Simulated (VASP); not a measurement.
**Zn: single point with PBE**

Crystal: Zn.

```
CELL_PARAMETERS angstrom
0.00000 1.48441 1.48441
1.48441 0.00000 1.48441
1.48441 1.48441 0.00000
ATOMIC_POSITIONS crystal
Zn 0.00000 0.00000 0.00000
```

```yaml
Program: VASP 6.6.1
Task: single point
Functional: PBE
Potentials_or_basis: VASP PAW PBE potentials, release 64 (Zn)
Cutoff: 520 eV
k_mesh: 22 × 22 × 22
Occupations: fermi-dirac, width 0.05 eV
Spin: no spin polarisation
Dipole_correction: no
Further_INCAR_settings: ALGO = Normal; EDIFF = 1e-06; NBANDS = 12
```

- Pressure: 502.9 GPa
- Band gap on the k mesh: zero (band 6 reaches 15.59 eV, above the bottom of band 7 at 14.05 eV)

Levels at points of the mesh, in eV from the Fermi level:
| k point | band 3 | band 4 | band 5 | band 6 | band 7 | band 8 | band 9 | band 10 |
| --- | --- | --- | --- | --- | --- | --- | --- | --- |
| (0.00, 0.00, 0.00) | -13.74 | -13.74 | -12.07 | -12.07 | 23.85 | 30.28 | 30.28 | 30.28 |
| (0.50, 0.00, 0.00) | -13.82 | -10.91 | -10.91 | -9.55 | -0.21 | 21.57 | 26.97 | 26.97 |
| (0.50, 0.50, 0.00) | -10.94 | -10.61 | -10.61 | -5.48 | 4.49 | 12.35 | 12.35 | 18.43 |

Wall time 9.5 s on 1 thread of Intel(R) Xeon(R) Platinum 8488C (Sapphire Rapids), on a shared host, peak memory 0.13 GiB.
